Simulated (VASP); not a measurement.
# Zn (P2_1/m) in VASP: notebook

Zn is run at these levels: PBEsol; tasks: single point.

Everything below comes from runs of VASP 6.6.1. Logs are shortened: lines on timing, memory, paths and dates and some standing lists are left out, and cuts for length are marked.

## 1. The cell of the first run

The structure is monoclinic, space group P2_1/m (No. 11). Conventional cell: a = 2.665 Å, b = 4.947 Å, c = 2.665 Å, α = 90.00°, β = 120.00°, γ = 90.00°. Zn (site symmetry m) has 12 Zn at 2.66 to 2.99 Å within 3.5 Å.

## 2. Single point, PBEsol (atom 1 (Zn) moved by (-0.100, +0.100) A along x and y)

Contents of INCAR:

```
SYSTEM = Zn
ALGO = Fast ; EDIFF = 1E-6
ENCUT = 520 ; GGA = PS
ISIF = 2 ; ISMEAR = 0
LASPH = .TRUE. ; LCHARG = .FALSE.
LREAL = .FALSE. ; LWAVE = .FALSE.
NBANDS = 19 ; NELM = 100
PREC = Accurate ; SIGMA = 0.15
```

Contents of KPOINTS:

```
k-points
0
G
  24 24 10
  0 0 0
```

Contents of POSCAR:

```
Zn
1.0
    2.6647980532      0.0000000000      0.0000000000
   -1.3323990266      2.3077828100      0.0000000000
    0.0000000000      0.0000000000      4.9467000000
Zn
2
Direct
    0.3174728545      0.7099983006      0.2500000000
    0.6666666667      0.3333333333      0.7500000000
```

Potentials or basis: VASP PAW PBE potentials, release 64 (Zn).

Command:

```console
> cat potpaw_PBE.64/Zn/POTCAR > POTCAR
> mpirun -np 1 vasp_std > vasp.out
```

OUTCAR:

```text
SYSTEM = Zn
   EDIFF = 1E-6
   ENCUT = 520
   GGA = PS
   ISIF = 2
   ISMEAR = 0
   LASPH = .TRUE.
   LREAL = .FALSE.
   NELM = 100
   PREC = Accurate

 ion  position               nearest neighbor table
   1  0.317  0.710  0.250-   2 2.86   2 2.86   2 2.90   2 2.90   2 2.99   2 2.99
   2  0.667  0.333  0.750-   1 2.86   1 2.86   1 2.90   1 2.90   1 2.99   1 2.99

  LATTYP: Found a hexagonal cell.
 ALAT       =     2.6647980532
 C/A-ratio  =     1.8563132745

  Lattice vectors:

 A1 = (   2.6647980532,   0.0000000000,   0.0000000000)
 A2 = (  -1.3323990266,   2.3077828100,   0.0000000000)
 A3 = (   0.0000000000,   0.0000000000,   4.9467000000)

Analysis of symmetry for initial positions (statically):
=====================================================================
 Subroutine PRICEL returns:
 Original cell was already a primitive cell.

 Routine SETGRP: Setting up the symmetry group for a
 hexagonal supercell.

 Subroutine GETGRP returns: Found  4 space group operations
 (whereof  1 operations were pure point group operations)
 out of a pool of 24 trial point group operations.

The static configuration has the point symmetry C_1 .
 The point group associated with its full space group is C_2h.

Analysis of symmetry for dynamics (positions and initial velocities):
=====================================================================
 Subroutine PRICEL returns:
 Original cell was already a primitive cell.

 Routine SETGRP: Setting up the symmetry group for a
 hexagonal supercell.

 Subroutine GETGRP returns: Found  4 space group operations
 (whereof  1 operations were pure point group operations)
 out of a pool of 24 trial point group operations.

The dynamic configuration has the point symmetry C_1 .
 The point group associated with its full space group is C_2h.

 Subroutine INISYM returns: Found  4 space group operations
 (whereof  1 operations are pure point group operations),
 and found     1 'primitive' translations

----------------------------------------------------------------------------------------

                                     Primitive cell

  volume of cell :      30.4211

  direct lattice vectors                    reciprocal lattice vectors
     2.664798053  0.000000000  0.000000000     0.375262958  0.216658170  0.000000000
    -1.332399027  2.307782810  0.000000000     0.000000000  0.433316340  0.000000000
[... 76 lines left out ...]
   PREC   = accura    normal or accurate (medium, high low for compatibility)
   ISTART =      0    job   : 0-new  1-cont  2-samecut
   ICHARG =      2    charge: 1-file 2-atom 10-const
   ISPIN  =      1    spin polarized calculation?
   LNONCOLLINEAR =      F non collinear calculations
   LSORBIT =      F    spin-orbit coupling
   LASPH  =      T    aspherical Exc in radial PAW
   ENCUT  =  520.0 eV  38.22 Ry    6.18 a.u.   4.95  4.95  9.20*2*pi/ulx,y,z
   NELM   =    100;   NELMIN=  2; NELMDL= -5     # of ELM steps
   EDIFF  = 0.1E-05   stopping-criterion for ELM
   LREAL  =      F    real-space projection
   EDIFFG = 0.1E-04   stopping-criterion for IOM
   NSW    =      0    number of steps for IOM
   IBRION =     -1    ionic relax: 0-MD 1-quasi-New 2-CG
   NFREE  =      0    steps in history (QN), initial steepest desc. (CG)
   ISIF   =      2    stress and relaxation
   ISYM   =      2    0-nonsym 1-usesym 2-fastsym
   POTIM  = 0.5000    time-step for ionic-motion
   TEBEG  =    0.0;   TEEND  =   0.0 temperature during run
   PSTRESS=    0.0 pullay stress
   NELECT =      24.0000    total number of electrons
   NUPDOWN=      -1.0000    fix difference up-down
   EMIN   =  10.00;   EMAX   =-10.00  energy-range for DOS
   EFERMI =   0.00;   METHOD = LEGACY
   ISMEAR =     0;   SIGMA  =   0.15  broadening in eV -4-tet -1-fermi 0-gaus
   EFERMI_NEDOS =   21; number of points for ismear=-14 and -15
   IALGO  =     68    algorithm
   IMIX   =      4    mixing-type and parameters
     AMIX     =   0.40;   BMIX     =  1.00
     AMIX_MAG =   1.60;   BMIX_MAG =  1.00
  volume/ion in A,a.u.               =      15.21       102.65
  Fermi-wavevector in a.u.,A,eV,Ry     =   1.512703  2.858594 31.133805  2.288270
  Thomas-Fermi vector in A             =   2.622592
   LORBIT       =      0    0 simple, 1 ext, 2 COOP (PROOUT), +10 PAW based schemes
   GGA     = PS    functional components
   LHFCALC =     F    Hartree Fock is set to
   AEXX    =    0.0000 exact exchange contribution
   IVDW    =     0    specifies the selected vdW correction
   LEPSILON=     F    determine dielectric tensor
   LRPA    =     F    only Hartree local field effects (RPA)
 non-spin polarized calculation
 RMM-DIIS sequential band-by-band and
 Gauss-broadening in eV      SIGMA  =   0.15
  energy-cutoff  :      520.00
  volume of cell :       30.42
 maximum number of plane-waves:       855
   NGX =  9   NGY =  9   NGZ = 19

 number of electron      24.0000012 magnetization

 Free energy of the ion-electron system (eV)
  ---------------------------------------------------
  ext. energy  EPLUGINS =         0.00000000
  ---------------------------------------------------
  free energy    TOTEN  =        -3.13603647 eV

  energy without entropy =       -3.13206686  energy(sigma->0) =       -3.13405166

 E-fermi :   2.9431     XC(G=0): -11.6996

 val. band max:        2.9392885255   @ k =   0.2083   0.0833   0.1000
 cond. band min:       2.9446304378   @ k =   0.0833   0.2083  -0.1000
 fundamental gap:      0.0053419122
 Fermi energy:         2.9431218979

 k-point     1 :       0.0000    0.0000    0.0000
  band No.  band energies     occupation
      1      -7.4767      2.00000
      2      -5.6468      2.00000
      3      -4.9532      2.00000
      4      -4.7202      2.00000
      5      -4.7021      2.00000
      6      -4.6681      2.00000
[... 505 lines left out ...]
      6      -4.5387      2.00000
[... 11 lines left out ...]
     18      17.5378      0.00000
     19      19.5717      0.00000

 [... further k-points ...]
[... 5 lines left out ...]
  --------------------------------------------------------------------------------------
  -------------------------------------------------------------------------------------
  Total       -1.0232356     -1.1016211     -0.5018184     -0.0478404      0.0000000      0.0000000
  in kB      -53.8903985    -58.0187031    -26.4290994     -2.5195919      0.0000000      0.0000000
  external PRESSURE =     -46.1127336 kB  Pullay stress =       0.0000000 kB

 VOLUME and BASIS-vectors are now :
 -----------------------------------------------------------------------------
  energy-cutoff  :      520.00
  volume of cell :       30.42
      direct lattice vectors                 reciprocal lattice vectors
     2.664798053  0.000000000  0.000000000     0.375262958  0.216658170  0.000000000
    -1.332399027  2.307782810  0.000000000     0.000000000  0.433316340  0.000000000
     0.000000000  0.000000000  4.946700000     0.000000000  0.000000000  0.202154972

 POSITION                                       TOTAL-FORCE (eV/Angst)
 -----------------------------------------------------------------------------------
     -0.10000      1.63852      1.23667         0.038975     -0.049991      0.000000
      1.33240      0.76926      3.71002        -0.038975      0.049991     -0.000000
 -----------------------------------------------------------------------------------
    total drift:                                0.000008      0.000038      0.000000

  FREE ENERGIE OF THE ION-ELECTRON SYSTEM (eV)
  ---------------------------------------------------
  free  energy   TOTEN  =        -3.1360364722 eV

  energy  without entropy=       -3.1320668550  energy(sigma->0) =       -3.13405166
```

OSZICAR:

```text
N       E                     dE             d eps       ncg     rms          rms(c)
DAV:   1     0.112816083634E+03    0.11282E+03   -0.12307E+04 68179   0.200E+03
DAV:   2     0.173133968242E+01   -0.11108E+03   -0.10730E+03 66507   0.296E+02
DAV:   3    -0.339592712712E+01   -0.51273E+01   -0.51055E+01 73187   0.701E+01
DAV:   4    -0.342652847281E+01   -0.30601E-01   -0.30594E-01 71650   0.560E+00
DAV:   5    -0.342656729474E+01   -0.38822E-04   -0.38822E-04 71753   0.181E-01    0.412E+00
RMM:   6    -0.315532670938E+01    0.27124E+00   -0.10358E+00 76351   0.121E+01    0.311E+00
RMM:   7    -0.314338117587E+01    0.11946E-01   -0.31500E-02 79106   0.251E+00    0.157E+00
RMM:   8    -0.313616778125E+01    0.72134E-02   -0.57600E-03 75715   0.597E-01    0.136E-01
RMM:   9    -0.313606369633E+01    0.10408E-03   -0.18029E-03 80756   0.602E-01    0.895E-02
RMM:  10    -0.313603556884E+01    0.28127E-04   -0.14137E-04 79760   0.122E-01    0.493E-03
RMM:  11    -0.313603642078E+01   -0.85194E-06   -0.12606E-05 77806   0.353E-02    0.291E-03
RMM:  12    -0.313603647222E+01   -0.51436E-07   -0.15376E-06 49250   0.149E-02
   1 F= -.31360365E+01 E0= -.31340517E+01  d E =-.396962E-02
```

Wall time 5.3 min (1 thread of Intel Xeon 6975P-C (Granite Rapids), shared host); peak memory 0.83 GiB.

Results:

```yaml
Free_energy: -3.1360 eV
Pressure: -4.6 GPa
Largest_force: 0.063 eV/Å
Band_gap_on_the_k_mesh: zero (band 12 reaches 4.41 eV, above the bottom of band 13 at -0.10 eV)
```

Forces in eV/Å, atoms in the order of the input:
```
Zn   0.039 -0.050  0.000
Zn  -0.039  0.050  0.000
```

Stress tensor (GPa, compression positive):
```
-5.39 -0.25  0.00
-0.25 -5.80  0.00
 0.00  0.00 -2.64
```

Caveat: the cell differs from its parent crystal (atom 1 (Zn) moved by (-0.100, +0.100) A along x and y); the PAW data sets were made with another functional, which shifts forces and pressure a little.

## 3. Single point, PBEsol (atom 1 (Zn) moved by (-0.200, -0.100) A along x and y)

Contents of INCAR:

```
  PREC = Accurate
  ENCUT = 520
  EDIFF = 1E-6
  ISMEAR = 0
  SIGMA = 0.15
  LREAL = False
  LASPH = True
  NELM = 60
  ALGO = Fast
  ISIF = 2
  LWAVE = False
  LCHARG = True
  GGA = PS
  LELF = True
  LVHAR = True
  NBANDS = 19
```

Contents of KPOINTS:

```
regular mesh
0
Gamma
  24 24 10
```

Edit POSCAR of step 2 so:

```diff
@@ -8,3 +8,3 @@
 Direct
-    0.3174728545      0.7099983006      0.2500000000
+    0.2366149247      0.6233350327      0.2500000000
     0.6666666667      0.3333333333      0.7500000000
```

Potentials or basis: VASP PAW PBE potentials, release 64 (Zn).

Command:

```console
> cat potpaw_PBE.64/Zn/POTCAR > POTCAR
> mpirun -np 1 vasp_std > vasp.out
```

Wall time 5 min (1 thread of Intel Xeon 6975P-C (Granite Rapids), shared host); peak memory 0.83 GiB.

It converged, with:

```yaml
Free_energy: -3.1263 eV
Pressure: -4.4 GPa
Largest_force: 0.135 eV/Å
Band_gap_on_the_k_mesh: zero (band 12 reaches 4.42 eV, above the bottom of band 13 at -0.09 eV)
```

Forces on the atoms (eV/Å):
```
Zn   0.119  0.065  0.000
Zn  -0.119 -0.065  0.000
```

Stress tensor (GPa, compression positive):
```
-5.58 -0.34  0.00
-0.34 -5.28  0.00
 0.00  0.00 -2.26
```

Levels at points of the mesh, in eV from the Fermi level:
| k point | band 8 | band 9 | band 10 | band 11 | band 12 | band 13 | band 14 | band 15 | band 16 | band 17 |
| --- | --- | --- | --- | --- | --- | --- | --- | --- | --- | --- |
| (0.00, 0.00, 0.00) | -7.32 | -7.21 | -7.13 | -7.03 | -3.65 | -3.04 | 13.60 | 17.07 | 17.28 | 17.80 |
| (0.50, 0.00, 0.00) | -7.09 | -6.89 | -6.86 | -2.68 | -2.38 | 3.04 | 3.64 | 4.13 | 5.03 | 10.11 |
| (0.00, 0.50, 0.00) | -7.10 | -6.88 | -6.87 | -2.92 | -2.09 | 2.42 | 3.27 | 4.25 | 5.97 | 10.23 |
| (0.50, 0.50, 0.00) | -7.09 | -6.88 | -6.87 | -2.93 | -2.07 | 2.38 | 3.22 | 4.29 | 6.03 | 10.21 |
| (0.00, 0.00, 0.50) | -7.61 | -7.15 | -7.15 | -7.15 | -7.15 | 4.58 | 4.58 | 18.65 | 18.65 | 18.68 |
| (0.50, 0.00, 0.50) | -7.03 | -6.88 | -6.88 | -1.99 | -1.99 | 0.25 | 0.25 | 9.86 | 9.86 | 11.92 |
| (0.00, 0.50, 0.50) | -7.11 | -6.88 | -6.88 | -1.81 | -1.81 | 0.01 | 0.01 | 10.26 | 10.26 | 11.88 |
| (0.50, 0.50, 0.50) | -7.12 | -6.88 | -6.88 | -1.79 | -1.79 | -0.02 | -0.02 | 10.30 | 10.30 | 11.89 |

Caveat: the cell differs from its parent crystal (atom 1 (Zn) moved by (-0.200, -0.100) A along x and y); the PAW data sets were made with another functional, which shifts forces and pressure a little.
